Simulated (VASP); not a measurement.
# FeO (R-3m) in VASP: notebook

Runs on FeO. Level: PBE. Tasks: single point.

All numbers are computed with VASP 6.6.1; they aren't measurements. Logs are shortened: lines on timing, memory, paths and dates and some standing lists are left out, and cuts for length are marked.

### Step 1. The cell of the first run

Symmetry: R-3m, No. 166, trigonal system. Conventional cell: a = 3.035 Å, b = 3.035 Å, c = 7.547 Å, α = 90.00°, β = 90.00°, γ = 120.00°. Within 2.9 Å of Fe (site symmetry -3m) lie 6 O at 2.16 Å. Within 2.9 Å of O (site symmetry -3m) lie 6 Fe at 2.16 Å.

### Step 2. Single point, PBE

Input file INCAR:

```
PREC     = Accurate       # precision mode
ENCUT    = 520            # plane-wave cutoff, eV
EDIFF    = 1E-7           # SCF threshold, eV
ISMEAR   = -1             # smearing method
SIGMA    = 0.05           # smearing width, eV
LREAL    = F              # projectors in reciprocal space
LASPH    = T              # aspherical terms in the spheres
NELM     = 80             # most SCF steps
ALGO     = Normal         # electronic algorithm
ISIF     = 2              # what is computed and relaxed
LWAVE    = F              # write WAVECAR
LCHARG   = F              # write CHGCAR
GGA      = PE             # functional
NBANDS   = 14             # bands
```

Input file KPOINTS:

```
Automatic mesh
0
Gamma
  11 11 11
```

Input file POSCAR:

```
FeO
1.0
    1.5176821100      0.8762341800      2.5157945800
   -1.5176821100      0.8762341800      2.5157945800
    0.0000000000     -1.7524683500      2.5157945800
Fe O
1 1
Direct
    0.0000000000      0.0000000000      0.0000000000
    0.5000000000      0.5000000000      0.5000000000
```

Potentials or basis: VASP PAW PBE potentials, release 64 (Fe, O).

Launch:

```console
$ cat potpaw_PBE.64/Fe/POTCAR potpaw_PBE.64/O/POTCAR > POTCAR
$ mpirun -np 1 vasp_std > vasp.out
```

OUTCAR:

```text
PREC = Accurate
   ENCUT = 520
   EDIFF = 1E-7
   ISMEAR = -1
   LREAL = F
   LASPH = T
   NELM = 80
   ISIF = 2
   GGA = PE

 ion  position               nearest neighbor table
   1  0.000  0.000  0.000-   2 2.16   2 2.16   2 2.16   2 2.16   2 2.16   2 2.16
   2  0.500  0.500  0.500-   1 2.16   1 2.16   1 2.16   1 2.16   1 2.16   1 2.16

  LATTYP: Found a trigonal (rhomboedric) cell.
 ALAT       =     3.0660019070
 COS(alpha) =     0.5099427872

  Lattice vectors:

 A1 = (   1.5176821100,   0.8762341800,   2.5157945800)
 A2 = (  -1.5176821100,   0.8762341800,   2.5157945800)
 A3 = (   0.0000000000,  -1.7524683500,   2.5157945800)

Analysis of symmetry for initial positions (statically):
=====================================================================
 Subroutine PRICEL returns:
 Original cell was already a primitive cell.

 Routine SETGRP: Setting up the symmetry group for a
 trigonal (rhombohedral) supercell.

 Subroutine GETGRP returns: Found 12 space group operations
 (whereof 12 operations were pure point group operations)
 out of a pool of 12 trial point group operations.

The static configuration has the point symmetry D_3d.
[... 5 lines left out ...]

 Routine SETGRP: Setting up the symmetry group for a
 trigonal (rhombohedral) supercell.

 Subroutine GETGRP returns: Found 12 space group operations
 (whereof 12 operations were pure point group operations)
 out of a pool of 12 trial point group operations.

The dynamic configuration has the point symmetry D_3d.
[... 7 lines left out ...]
                                     Primitive cell

  volume of cell :      20.0737

  direct lattice vectors                    reciprocal lattice vectors
     1.517682110  0.876234180  2.515794580     0.329449755  0.190207905  0.132496244
    -1.517682110  0.876234180  2.515794580    -0.329449755  0.190207905  0.132496244
     0.000000000 -1.752468350  2.515794580     0.000000000 -0.380415809  0.132496245

  length of vectors
     3.066001907  3.066001907  3.066001906     0.402829298  0.402829298  0.402829297

  position of ions in fractional coordinates (direct lattice)
     0.000000000  0.000000000  0.000000000
     0.500000000  0.500000000  0.500000000

  ion indices of the primitive-cell ions
   primitive index   ion index
                 1           1
                 2           2

----------------------------------------------------------------------------------------

 KPOINTS: Automatic mesh

Automatic generation of k-mesh.
 Grid dimensions read from file:
 generate k-points for:   11   11   11

 Generating k-lattice:

  Cartesian coordinates                     Fractional coordinates (reciprocal lattice)
     0.029949978  0.017291628  0.012045113     0.090909091  0.000000000 -0.000000000
    -0.029949978  0.017291628  0.012045113     0.000000000  0.090909091 -0.000000000
     0.000000000 -0.034583255  0.012045113     0.000000000  0.000000000  0.090909091

  Length of vectors
     0.036620845  0.036620845  0.036620845

  Shift w.r.t. Gamma in fractional coordinates (k-lattice)
     0.000000000  0.000000000  0.000000000

 Subroutine IBZKPT returns following result:
 ===========================================

 Found    146 irreducible k-points:

 Following reciprocal coordinates:
            Coordinates               Weight
  0.000000  0.000000  0.000000      1.000000
  0.090909 -0.000000 -0.000000      6.000000
  0.181818  0.000000 -0.000000      6.000000
  0.272727 -0.000000  0.000000      6.000000
  0.363636 -0.000000  0.000000      6.000000
  0.454545  0.000000  0.000000      6.000000
[... 16 lines left out ...]
 -0.272727  0.181818  0.000000     12.000000
 -0.181818  0.181818  0.000000      6.000000
 [... further k-points ...]
   k-points           NKPTS =    146   k-points in BZ     NKDIM =    146   number of bands    NBANDS=     14
   number of dos      NEDOS =    301   number of ions     NIONS =      2
   total plane-waves  NPLWV =  13824
   dimension x,y,z NGX =    24 NGY =   24 NGZ =   24
   dimension x,y,z NGXF=    48 NGYF=   48 NGZF=   48
   ions per type =               1   1
   NGX,Y,Z   is equivalent  to a cutoff of  13.01, 13.01, 13.01 a.u.
   NGXF,Y,Z  is equivalent  to a cutoff of  26.03, 26.03, 26.03 a.u.
 SYSTEM =  unknown system
   PREC   = accura    normal or accurate (medium, high low for compatibility)
   ISTART =      0    job   : 0-new  1-cont  2-samecut
   ICHARG =      2    charge: 1-file 2-atom 10-const
   ISPIN  =      1    spin polarized calculation?
   LNONCOLLINEAR =      F non collinear calculations
   LSORBIT =      F    spin-orbit coupling
   LASPH  =      T    aspherical Exc in radial PAW
   ENCUT  =  520.0 eV  38.22 Ry    6.18 a.u.   5.70  5.70  5.70*2*pi/ulx,y,z
   NELM   =     80;   NELMIN=  2; NELMDL= -5     # of ELM steps
   EDIFF  = 0.1E-06   stopping-criterion for ELM
   LREAL  =      F    real-space projection
   EDIFFG = 0.1E-05   stopping-criterion for IOM
   NSW    =      0    number of steps for IOM
   IBRION =     -1    ionic relax: 0-MD 1-quasi-New 2-CG
   NFREE  =      0    steps in history (QN), initial steepest desc. (CG)
   ISIF   =      2    stress and relaxation
   ISYM   =      2    0-nonsym 1-usesym 2-fastsym
   POTIM  = 0.5000    time-step for ionic-motion
   TEBEG  =    0.0;   TEEND  =   0.0 temperature during run
   PSTRESS=    0.0 pullay stress
   NELECT =      14.0000    total number of electrons
   NUPDOWN=      -1.0000    fix difference up-down
   EMIN   =  10.00;   EMAX   =-10.00  energy-range for DOS
   EFERMI =   0.00;   METHOD = LEGACY
   ISMEAR =    -1;   SIGMA  =   0.05  broadening in eV -4-tet -1-fermi 0-gaus
   EFERMI_NEDOS =   21; number of points for ismear=-14 and -15
   IALGO  =     38    algorithm
   IMIX   =      4    mixing-type and parameters
     AMIX     =   0.40;   BMIX     =  1.00
     AMIX_MAG =   1.60;   BMIX_MAG =  1.00
  volume/ion in A,a.u.               =      10.04        67.73
  Fermi-wavevector in a.u.,A,eV,Ry     =   1.451805  2.743514 28.677524  2.107739
  Thomas-Fermi vector in A             =   2.569260
   LORBIT       =      0    0 simple, 1 ext, 2 COOP (PROOUT), +10 PAW based schemes
   GGA     = PE    functional components
[... 5 lines left out ...]
 non-spin polarized calculation
  energy-cutoff  :      520.00
  volume of cell :       20.07
 maximum number of plane-waves:       550
   NGX = 11   NGY = 11   NGZ = 11

 number of electron      13.9999999 magnetization

 Free energy of the ion-electron system (eV)
  ---------------------------------------------------
  ext. energy  EPLUGINS =         0.00000000
  ---------------------------------------------------
  free energy    TOTEN  =       -13.54197609 eV

  energy without entropy =      -13.48087220  energy(sigma->0) =      -13.51142415

 E-fermi :   5.4748     XC(G=0): -12.2068

 val. band max:        5.4738042163   @ k =  -0.4545   0.4545   0.0000
 cond. band min:       5.4764903907   @ k =  -0.2727   0.3636   0.1818
 fundamental gap:      0.0026861744
 Fermi energy:         5.4748061866

 k-point     1 :       0.0000    0.0000    0.0000
  band No.  band energies     occupation
      1     -14.9483      2.00000
      2       1.8155      2.00000
      3       1.9039      2.00000
      4       1.9039      2.00000
      5       4.1530      2.00000
      6       4.2295      2.00000
      7       4.2295      2.00000
      8       4.6854      2.00000
      9       4.6854      2.00000
     10       6.4776      0.00000
     11      21.7084      0.00000
     12      23.4301      0.00000
     13      23.8080      0.00000
     14      23.8080      0.00000

 k-point     2 :       0.0909   -0.0000   -0.0000
  band No.  band energies     occupation
      1     -14.8714      2.00000
      2       1.3233      2.00000
      3       1.5702      2.00000
      4       1.6476      2.00000
      5       4.2464      2.00000
      6       4.3148      2.00000
      7       4.3363      2.00000
      8       4.9651      1.99993
      9       4.9685      1.99992
     10       6.9975      0.00000
     11      20.5600      0.00000
     12      23.2248      0.00000
     13      23.5445      0.00000
     14      24.1977      0.00000

 k-point     3 :       0.1818    0.0000   -0.0000
  band No.  band energies     occupation
      1     -14.6586      2.00000
      2       0.1779      2.00000
      3       1.0400      2.00000
      4       1.1210      2.00000
      5       4.4580      2.00000
      6       4.5181      2.00000
      7       4.5343      2.00000
      8       5.6007      0.14914
      9       5.6010      0.14836
     10       8.1245      0.00000
     11      18.6138      0.00000
     12      22.2534      0.00000
     13      22.5187      0.00000
     14      24.6782      0.00000
[... 324 lines left out ...]
 k-point    23 :      -0.2727    0.1818    0.0000
  band No.  band energies     occupation
      1     -14.0464      2.00000
      2      -1.5833      2.00000
      3       0.0858      2.00000
      4       0.1434      2.00000
      5       4.8251      2.00000
      6       4.9724      1.99991
      7       5.2756      1.96348
      8       5.7068      0.01915
      9       7.1369      0.00000
     10      11.0785      0.00000
     11      15.9335      0.00000
     12      17.4095      0.00000
     13      20.5266      0.00000
     14      25.7161      0.00000

 k-point    24 :      -0.1818    0.1818    0.0000
  band No.  band energies     occupation
      1     -14.2870      2.00000
      2      -1.0388      2.00000
      3       0.3449      2.00000
      4       0.6096      2.00000
      5       4.6099      2.00000
      6       4.8466      1.99999
      7       5.0712      1.99938
      8       5.3842      1.71922
      9       6.8095      0.00000
     10       9.9830      0.00000
     11      17.1623      0.00000
     12      18.4323      0.00000
     13      21.5790      0.00000
     14      24.7086      0.00000

 [... further k-points ...]

------------------------ aborting loop because EDIFF is reached ----------------------------------------

  FORCE on cell =-STRESS in cart. coord.  units (eV):
  Direction    XX          YY          ZZ          XY          YZ          ZX
  --------------------------------------------------------------------------------------
  -------------------------------------------------------------------------------------
  Total       -3.2205674     -3.2205675     -3.2065822      0.0000000     -0.0000000      0.0000000
  in kB     -257.0487823   -257.0487834   -255.9325501      0.0000000     -0.0000003      0.0000000
  external PRESSURE =    -256.6767053 kB  Pullay stress =       0.0000000 kB

 VOLUME and BASIS-vectors are now :
 -----------------------------------------------------------------------------
  energy-cutoff  :      520.00
  volume of cell :       20.07
      direct lattice vectors                 reciprocal lattice vectors
     1.517682110  0.876234180  2.515794580     0.329449755  0.190207905  0.132496244
    -1.517682110  0.876234180  2.515794580    -0.329449755  0.190207905  0.132496244
     0.000000000 -1.752468350  2.515794580     0.000000000 -0.380415809  0.132496245

 POSITION                                       TOTAL-FORCE (eV/Angst)
 -----------------------------------------------------------------------------------
      0.00000      0.00000      0.00000         0.000000      0.000000     -0.000000
      0.00000      0.00000      3.77369         0.000000     -0.000000      0.000000
 -----------------------------------------------------------------------------------
    total drift:                               -0.000000      0.000000     -0.000000

  FREE ENERGIE OF THE ION-ELECTRON SYSTEM (eV)
  ---------------------------------------------------
  free  energy   TOTEN  =       -13.5419760928 eV

  energy  without entropy=      -13.4808721980  energy(sigma->0) =      -13.51142415
```

It took 26 s on 1 thread of Intel Xeon 6975P-C (Granite Rapids), shared host; peak memory 0.17 GiB.

What came out:

```yaml
Free_energy: -13.5420 eV
Pressure: -25.7 GPa
Band_gap_on_the_k_mesh: zero (band 7 reaches 5.50 eV, above the bottom of band 8 at 4.69 eV)
```

Caveat: the run has no spin polarisation, though such a crystal can be magnetic; semilocal functionals often make such compounds metallic where correlation or magnetic order opens a gap, which also shifts bond lengths. With open d or f shells a metallic result of PBE can be an artefact of self-interaction; +U or a hybrid may open a gap.

### Step 3. Single point, PBE, collinear spin, ferromagnetic start

Input file INCAR:

```
SYSTEM = FeO
PREC = Accurate
ENCUT = 520
EDIFF = 1E-6
ISMEAR = -1
SIGMA = 0.05
LREAL = .False.
LASPH = .True.
NELM = 150
ALGO = Normal
ISIF = 2
LWAVE = .False.
LCHARG = .False.
ISPIN = 2
MAGMOM = -2.68 0
LORBIT = 11
LMAXMIX = 4
GGA = PE
NBANDS = 18
```

Input file KPOINTS:

```
regular mesh
0
Gamma
  11 11 11
  0 0 0
```

POSCAR is that of step 2.

Potentials or basis: VASP PAW PBE potentials, release 64 (Fe, O).

Launch:

```console
$ cat potpaw_PBE.64/Fe/POTCAR potpaw_PBE.64/O/POTCAR > POTCAR
$ mpirun -np 1 vasp_std > vasp.out
```

Wall time 70 s (1 thread of Intel Xeon 6975P-C (Granite Rapids), shared host); peak memory 0.21 GiB.

Results (log left out):

| Quantity | Value |
| --- | --- |
| Free energy | -14.9352 eV |
| Pressure | -0.6 GPa |
| Band gap on the k mesh | zero (filled and empty bands overlap) |
| Net moment | -4.00 μB per cell |
| Site moments | Fe -3.62; O -0.30 μB |
| Valence electrons inside the program's atomic spheres | Fe 6.73; O 4.99 |

Stress tensor (GPa, compression positive):
```
-0.30  0.00  0.00
 0.00 -0.30  0.00
 0.00  0.00 -1.24
```

Levels at points of the mesh, in eV from the Fermi level:
Spin up:
```
           k point  band 1  band 2  band 3  band 4  band 5  band 6  band 7  band 8  band 9  band 10
(0.00, 0.00, 0.00)  -20.17   -3.29   -3.19   -3.19   -0.78   -0.70   -0.70    0.20    0.20     0.88
```
Spin down:
| k point | band 6 | band 7 | band 8 | band 9 | band 10 | band 11 | band 12 | band 13 |
| --- | --- | --- | --- | --- | --- | --- | --- | --- |
| (0.00, 0.00, 0.00) | -3.75 | -3.75 | -3.67 | -3.67 | 0.08 | 15.46 | 16.76 | 17.15 |

Caveat: a cell with one magnetic atom can't hold antiferromagnetic order, which such compounds often take; semilocal functionals often make such compounds metallic where correlation or magnetic order opens a gap, which also shifts bond lengths. With open d or f shells a metallic result of PBE can be an artefact of self-interaction; +U or a hybrid may open a gap.

### Step 4. Single point, PBE, collinear spin, ferromagnetic start

Input file INCAR:

```
SYSTEM = FeO
  ALGO = Normal
  EDIFF = 1E-6
  ENCUT = 520
  GGA = PE
  ISIF = 2
  ISMEAR = -1
  ISPIN = 2
  LASPH = .True.
  LCHARG = .True.
  LELF = .True.
  LMAXMIX = 4
  LORBIT = 11
  LREAL = .False.
  LVHAR = .True.
  LWAVE = .False.
  MAGMOM = 4.5 0
  NBANDS = 18
  NELM = 150
  PREC = Accurate
  SIGMA = 0.05
```

Input file KPOINTS:

```
k-points
0
Gamma
  11 11 11
  0 0 0
```

POSCAR is that of step 3.

Potentials or basis: VASP PAW PBE potentials, release 64 (Fe, O).

Launch:

```console
$ cat potpaw_PBE.64/Fe/POTCAR potpaw_PBE.64/O/POTCAR > POTCAR
$ mpirun -np 1 vasp_std > vasp.out
```

OUTCAR:

```text
SYSTEM = FeO
   EDIFF = 1E-6
   ENCUT = 520
   GGA = PE
   ISIF = 2
   ISMEAR = -1
   ISPIN = 2
   LASPH = .True.
   LORBIT = 11
   LREAL = .False.
   NELM = 150
   PREC = Accurate

 ion  position               nearest neighbor table
   1  0.000  0.000  0.000-   2 2.16   2 2.16   2 2.16   2 2.16   2 2.16   2 2.16
   2  0.500  0.500  0.500-   1 2.16   1 2.16   1 2.16   1 2.16   1 2.16   1 2.16

  LATTYP: Found a trigonal (rhomboedric) cell.
 ALAT       =     3.0660019070
 COS(alpha) =     0.5099427872

  Lattice vectors:

 A1 = (   1.5176821100,   0.8762341800,   2.5157945800)
 A2 = (  -1.5176821100,   0.8762341800,   2.5157945800)
 A3 = (   0.0000000000,  -1.7524683500,   2.5157945800)
[... 1222 lines left out ...]
 -----------------------------------------------------------------------------
  energy-cutoff  :      520.00
  volume of cell :       20.07
      direct lattice vectors                 reciprocal lattice vectors
     1.517682110  0.876234180  2.515794580     0.329449755  0.190207905  0.132496244
    -1.517682110  0.876234180  2.515794580    -0.329449755  0.190207905  0.132496244
     0.000000000 -1.752468350  2.515794580     0.000000000 -0.380415809  0.132496245

 POSITION                                       TOTAL-FORCE (eV/Angst)
 -----------------------------------------------------------------------------------
      0.00000      0.00000      0.00000         0.000000      0.000000     -0.000000
      0.00000      0.00000      3.77369         0.000000     -0.000000      0.000000
 -----------------------------------------------------------------------------------
    total drift:                               -0.000000      0.000000     -0.000000

  FREE ENERGIE OF THE ION-ELECTRON SYSTEM (eV)
  ---------------------------------------------------
  free  energy   TOTEN  =       -14.9352428629 eV

  energy  without entropy=      -14.9233877820  energy(sigma->0) =      -14.92931532

 total charge

# of ion       s       p       d       tot
------------------------------------------
    1        0.287   0.357   6.084   6.728
    2        1.556   3.436   0.000   4.993
--------------------------------------------------
tot          1.843   3.793   6.084  11.720

 magnetization (x)

# of ion       s       p       d       tot
------------------------------------------
    1        0.027   0.021   3.571   3.619
    2        0.030   0.271   0.000   0.301
--------------------------------------------------
tot          0.057   0.292   3.571   3.920
```

stdout:

```text
POSCAR found type information on POSCAR FeO
 POSCAR found :  2 types and       2 ions
 scaLAPACK will be used
 LDA part: xc-table for (Slater+PW92), standard interpolation
 POSCAR, INCAR and KPOINTS ok, starting setup
 FFT: planning ... GRIDC
 FFT: planning ... GRID_SOFT
 FFT: planning ... GRID
 WAVECAR not read
 entering main loop
```

Wall time 79 s (1 thread of Intel Xeon 6975P-C (Granite Rapids), shared host); peak memory 0.21 GiB.

Results:

```
Free energy                                           : -14.9352 eV
Pressure                                              : -0.7 GPa
Band gap on the k mesh                                : zero (filled and empty bands overlap)
Net moment                                            : 4.00 μB per cell
Site moments                                          : Fe +3.62; O +0.30 μB
Valence electrons inside the program's atomic spheres : Fe 6.73; O 4.99
```

Stress tensor (GPa, compression positive):
```
-0.36  0.00  0.00
 0.00 -0.36  0.00
 0.00  0.00 -1.30
```

Caveat: a cell with one magnetic atom can't hold antiferromagnetic order, which such compounds often take; semilocal functionals often make such compounds metallic where correlation or magnetic order opens a gap, which also shifts bond lengths. With open d or f shells a metallic result of PBE can be an artefact of self-interaction; +U or a hybrid may open a gap.
